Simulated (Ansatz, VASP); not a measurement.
# One calculation of Fe, two programs

```
CELL_PARAMETERS angstrom
-1.37460 1.37460 1.37460
1.37460 -1.37460 1.37460
1.37460 1.37460 -1.37460
ATOMIC_POSITIONS crystal
Fe 0.00000 0.00000 0.00000
```

Alike in both runs: task single point; functional LDA; k mesh 3 × 3 × 3; occupations fermi-dirac, width 0.05 eV; collinear spin.

|  | VASP | Ansatz |
| --- | --- | --- |
| version | VASP 6.6.1 | Ansatz 0.2.0 |
| potentials or method | VASP PAW LDA potentials, release 64 (Fe_sv), cutoff 600 eV | plane waves (420 eV) with PAW, scalar-relativistic |
| valence electrons in the cell | 16 | 16 |

|  | VASP | Ansatz | Ansatz less VASP |
| --- | --- | --- | --- |
| pressure (GPa) | 10.9 | 15.4 | +4.46 |
| net moment per atom (μB) | 2.38 | 2.41 | +0.034 |
| size of the moment on the site where the two differ most (μB) | 2.31 | 2.40 | +0.084 |

Ansatz warns that its potentials were made for another functional, while VASP's fit it. LDA's correlation is that of Perdew and Zunger in VASP and of Perdew and Wang (1992) in Ansatz. Site moments also hang on the region over which each program counts them. One of these differences is far larger than is usual between the two programs; its cause wasn't traced.

The k mesh is coarse, so the values compare programs but aren't converged.
